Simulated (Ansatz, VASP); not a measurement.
**ZnSe in VASP and in Ansatz**

Contents of INCAR:

```
SYSTEM = ZnSe
  PREC = Accurate
  ENCUT = 450
  EDIFF = 1E-7
  ISMEAR = -1
  SIGMA = 0.02
  LREAL = .False.
  LASPH = .True.
  NELM = 120
  ALGO = Normal
  ISIF = 2
  LWAVE = .False.
  LCHARG = .False.
  GGA = PE
  IBRION = 2
  NSW = 80
  EDIFFG = -0.02
  GGA_COMPAT = .False.
  NELMIN = 4
```

File KPOINTS:

```
regular mesh
0
Gamma
  13 13 13
  0 0 0
```

POSCAR

```
ZnSe
1.0
    0.0000000000      2.8338000000      2.8904760000
    2.8338000000      0.0000000000      2.8904760000
    2.8338000000      2.8338000000      0.0000000000
Zn Se
1 1
Direct
    0.0000000000      0.0000000000      0.0000000000
    0.2500000000      0.2500000000      0.2500000000
```

Input for Ansatz:

```yaml
crystal:
  lattice:
    - [0.0, 2.8338, 2.890476]
    - [2.8338, 0.0, 2.890476]
    - [2.8338, 2.8338, 0.0]
  atoms:
    - { symbol: Zn, position: [0.0, 0.0, 0.0] }
    - { symbol: Se, position: [0.25, 0.25, 0.25] }
kpoints:
  mp_grid: { grid: [13, 13, 13] }
scf:
  occupations: { method: fermi_dirac, width: 0.02 }
hamiltonian:
  xc: pbe
  pseudopotentials: { kind: paw }
output:
  forces: true
  stress: true
  populations: true
  efg: { quadrupole_moments_barn: { Zn: 0.122 }, contact_densities: true }
relax:
  f_tol: 0.02
  max_steps: 60
```

Change from the starting cell: z stretched by +2 %, ions relaxed.

Alike in both runs: task relaxation of the atoms; functional PBE; k mesh 13 × 13 × 13; occupations fermi-dirac, width 0.02 eV; no spin polarisation.

|  | VASP | Ansatz |
| --- | --- | --- |
| version | VASP 6.6.1 | Ansatz 0.2.0 |
| potentials or method | VASP PAW PBE potentials, release 64 (Zn, Se) | plane-wave PAW, scalar-relativistic |
| plane-wave cutoff (eV) | 450 | 420 |
| valence electrons in the cell | 18 | 28 |

```csv
,VASP,Ansatz,Ansatz less VASP
"gap on the k mesh at the Fermi level, each at its own relaxed structure (eV)",1.18,1.18,-0.001
```

VASP's potentials hold 18 valence electrons a cell and Ansatz's 28, so a difference there can come from the potentials and not from the codes. Ansatz's warnings: stress scf threshold loose.

Noted on VASP's run: the relaxation stopped at its first step, so nothing moved.
